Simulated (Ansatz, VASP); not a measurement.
Y in VASP and in Ansatz

```
Y
1.0
     0.00000    2.75419    2.75419
     2.75419    0.00000    2.75419
     2.75419    2.75419    0.00000
Y
1
Direct
  0.00000 0.00000 0.00000
```

Alike in both runs: task relaxation of cell and atoms; functional PBE; k mesh 14 × 14 × 14; occupations gaussian, width 0.1 eV; no spin polarisation.

|  | VASP | Ansatz |
| --- | --- | --- |
| version | VASP 6.6.1 | Ansatz 0.2.0 |
| potentials or method | VASP PAW PBE potentials, release 64 (Y_sv), cutoff 600 eV | scalar-relativistic, plane waves, PAW |
| valence electrons in the cell | 11 | 11 |

Ansatz gave:

```
gap on the k mesh at the Fermi level, each at its own relaxed structure (eV) : none
relaxed volume (Å³/atom)                                                     : 32.46
relaxed length of the cell vector where the two differ most in proportion (Å)              : 3.581
```

**Question.** Estimate VASP's values.

**Answer.** gap on the k mesh at the Fermi level, each at its own relaxed structure (eV): none; relaxed volume (Å³/atom): 32.35; relaxed length of the cell vector where the two differ most in proportion (Å): 3.577.

A gap of «none» marks a metal or a gap that the smearing closes.

Noted on VASP's run: the volume moved by over 15 % at a fixed basis, so the end points are rough.
